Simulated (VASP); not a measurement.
A run of VASP 6.6.1 is set up as follows.

The input POSCAR:

```
HfC
1.0
    3.3428660531      0.0000000000      0.0000000000
   -1.6714330265      2.8950069234      0.0000000000
    0.0000000000      0.0000000000      5.2027140000
Hf C
2 2
Direct
    0.3333333333      0.6666666667      0.2500000000
    0.6666666667      0.3333333333      0.7500000000
    0.0000000000      0.0000000000      0.5000000000
    0.0000000000      0.0000000000      0.0000000000
```

INCAR.step1

```
SYSTEM = HfC
ALGO     = Normal         ! electronic algorithm
EDIFF    = 1E-5           ! SCF threshold, eV
ENCUT    = 520            ! plane-wave cutoff, eV
GGA      = PE             ! functional
ISIF     = 2              ! what is computed and relaxed
ISMEAR   = -1             ! smearing method
LASPH    = .True.         ! aspherical terms in the spheres
LCHARG   = .False.        ! write CHGCAR
LREAL    = .False.        ! projectors in reciprocal space
LWAVE    = .True.         ! write WAVECAR
NBANDS   = 22             ! bands
NELM     = 60             ! most SCF steps
PREC     = Accurate       ! precision mode
SIGMA    = 0.05           ! smearing width, eV
```

File INCAR.step2:

```
SYSTEM = HfC
AEXX     = 0.4            ! exact-exchange fraction
ALGO     = Normal         ! electronic algorithm
EDIFF    = 1E-6           ! SCF threshold, eV
ENCUT    = 520            ! plane-wave cutoff, eV
GGA      = PE             ! functional
HFSCREEN = 0.2            ! screening, 1/A
ISIF     = 2              ! what is computed and relaxed
ISMEAR   = -1             ! smearing method
ISTART   = 1            
LASPH    = .True.         ! aspherical terms in the spheres
LCHARG   = .False.        ! write CHGCAR
LHFCALC  = .True.         ! exact exchange
LREAL    = .False.        ! projectors in reciprocal space
LWAVE    = .False.        ! write WAVECAR
NBANDS   = 22             ! bands
NELM     = 60             ! most SCF steps
PREC     = Accurate       ! precision mode
PRECFOCK = Normal       
SIGMA    = 0.05           ! smearing width, eV
```

The input KPOINTS:

```
k-points
0
Gamma
  5 5 3
  0 0 0
```

Potentials or basis: VASP PAW PBE potentials, release 64 (Hf_pv, C).

The run is started by

```bash
$ cat potpaw_PBE.64/Hf_pv/POTCAR potpaw_PBE.64/C/POTCAR > POTCAR
$ cp INCAR.step1 INCAR
$ mpirun -np 1 vasp_std > vasp.out
$ cp INCAR.step2 INCAR
$ mpirun -np 1 vasp_std > vasp.out
```

(1) Estimate the pressure.

(2) Predict the band gap on the k mesh.

Answers

(1) -8.8 GPa.

(2) zero (bands 14 and 15 overlap by 1.40 eV).

Caveat: the k points lie up to 0.43 Å⁻¹ apart, too coarse for converged energies and pressures of a metal; the PAW data sets were made with another functional, which shifts forces and pressure a little; spin-orbit coupling is left out, which moves the levels of the heavy elements.
